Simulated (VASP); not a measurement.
Set up this calculation in VASP 6.6.1, as the native input.

```
Task                   : single point
Functional             : PBE
Potentials or basis    : VASP PAW PBE potentials, release 64 (As)
Cutoff                 : 520 eV
k mesh                 : 16 × 16 × 9
Occupations            : fermi-dirac, width 0.1 eV
Spin                   : no spin polarisation
Dipole correction      : no
Further INCAR settings : ALGO = Normal; EDIFF = 1e-07; NBANDS = 12
```

The structure of As lies in POSCAR:

```
As
1.0
    2.4159468924      0.0000000000      0.0000000000
   -1.2079734462      2.0922713831      0.0000000000
    0.0000000000      0.0000000000      3.8374445882
As
2
Direct
    0.3333333333      0.6666666667      0.2500000000
    0.6666666667      0.3333333333      0.7500000000
```

This cell differs from its parent crystal: volume scaled by 0.5.

The input as run:

INCAR

```
PREC = Accurate
ENCUT = 520
EDIFF = 1E-7
ISMEAR = -1
SIGMA = 0.1
LREAL = F
LASPH = T
NELM = 60
ALGO = Normal
ISIF = 2
LWAVE = F
LCHARG = T
GGA = PE
LELF = T
LVHAR = T
NBANDS = 12
```

KPOINTS

```
regular mesh
0
Gamma
  16 16 9
```

Potentials or basis: VASP PAW PBE potentials, release 64 (As).

Run with:

```sh
$ cat potpaw_PBE.64/As/POTCAR > POTCAR
$ mpirun -np 1 vasp_std > vasp.out
```

Results of the run:

The pressure is 246.9 GPa and the band gap on the k mesh is zero (band 5 reaches 26.70 eV, above the bottom of band 6 at 9.73 eV).

Wall time 15 s on 1 thread of AMD EPYC 9R45 96-Core Processor (Zen 5) (shared host), peak memory 0.12 GiB.
